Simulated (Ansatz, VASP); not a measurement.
InSb: VASP beside Ansatz

File INCAR:

```
ALGO = Normal
EDIFF = 1E-6
ENCUT = 520
GGA = CA
ISIF = 2
ISMEAR = 0
LASPH = T
LCHARG = F
LREAL = F
LWAVE = F
NBANDS = 16
NELM = 100
PREC = Accurate
SIGMA = 0.15
```

KPOINTS

```
k-points
0
Gamma
  16 16 8
```

The input POSCAR:

```
InSb
1.0
    3.1490906440      0.0000000000      0.0000000000
    0.0000000000      3.1490906440      0.0000000000
    0.0000000000      0.0000000000      5.9454831359
In Sb
1 1
Direct
    0.0000000000      0.0000000000      0.0000000000
    0.0000000000      0.0000000000      0.5000000000
```

Input for Ansatz:

```yaml
crystal:
  lattice:
    - [3.149090644, 0.0, 0.0]
    - [0.0, 3.149090644, 0.0]
    - [0.0, 0.0, 5.9454831359]
  atoms:
    - { symbol: In, position: [0.0, 0.0, 0.0] }
    - { symbol: Sb, position: [0.0, 0.0, 0.5] }
basis:
  ecutwfc: 420
kpoints:
  mp_grid: { grid: [16, 16, 8] }
hamiltonian:
  xc: lda
  pseudopotentials: { kind: paw, azcp: { folder: soft_1 } }
scf:
  occupations: { method: gaussian, width: 0.15 }
output:
  forces: true
  stress: true
  eigenvalues: true
```

Alike in both runs: task single point; functional LDA; k mesh 16 × 16 × 8; occupations gaussian, width 0.15 eV; no spin polarisation.

```csv
,VASP,Ansatz
version,VASP 6.6.1,Ansatz 0.2.0
potentials or method,"VASP PAW LDA potentials, release 64 (In_d, Sb), cutoff 520 eV","scalar-relativistic, plane waves, PAW"
valence electrons in the cell,18,28
```

|  | VASP | Ansatz | Ansatz less VASP |
| --- | --- | --- | --- |
| gap on the k mesh at the Fermi level (eV) | none | none | - |
| pressure (GPa) | -3.2 | -3.3 | -0.02 |
| traceless stress, the component that is largest in VASP (GPa) | 3.97 | 3.96 | -0.011 |

Ansatz warns that its potentials were made for another functional, while VASP's fit it. LDA's correlation is that of Perdew and Zunger in VASP and of Perdew and Wang (1992) in Ansatz. A gap of «none» marks a metal or a gap that the smearing closes. VASP's potentials hold 18 valence electrons a cell and Ansatz's 28, so a difference there can come from the potentials and not from the codes.

Spin-orbit coupling is off throughout.
